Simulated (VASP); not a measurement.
# Si: single point with PBE

The system is Si.

```xyz
1
Lattice="0.0000 1.8951 1.8951 1.8951 0.0000 1.8951 1.8951 1.8951 0.0000" Properties=species:S:1:pos:R:3 pbc="T T T"
Si    0.0000    0.0000    0.0000
```

```
Program             : VASP 6.6.1
Task                : single point
Functional          : PBE
Potentials or basis : VASP PAW PBE potentials, release 64 (Si)
Cutoff              : 500 eV
k mesh              : 48 × 48 × 48
Occupations         : fermi-dirac, width 0.0612256 eV
Spin                : no spin polarisation
```

The pressure is 5.7 GPa and the band gap on the k mesh is zero (band 2 reaches 22.90 eV, above the bottom of band 3 at 7.76 eV).

Levels at points of the mesh, in eV from the Fermi level:
| k point | band 1 | band 2 | band 3 | band 4 | band 5 | band 6 | band 7 |
| --- | --- | --- | --- | --- | --- | --- | --- |
| (0.00, 0.00, 0.00) | -15.07 | 11.87 | 11.87 | 11.87 | 12.13 | 12.13 | 12.13 |
| (0.50, 0.00, 0.00) | -7.83 | -7.39 | 9.10 | 9.10 | 11.00 | 11.00 | 13.96 |
| (0.50, 0.50, 0.00) | -5.69 | -4.58 | 3.34 | 3.34 | 4.26 | 7.16 | 25.44 |

Run time: 4.8 min on 1 thread of Intel Xeon 8259CL, with other jobs on the host, peak memory 0.33 GiB.
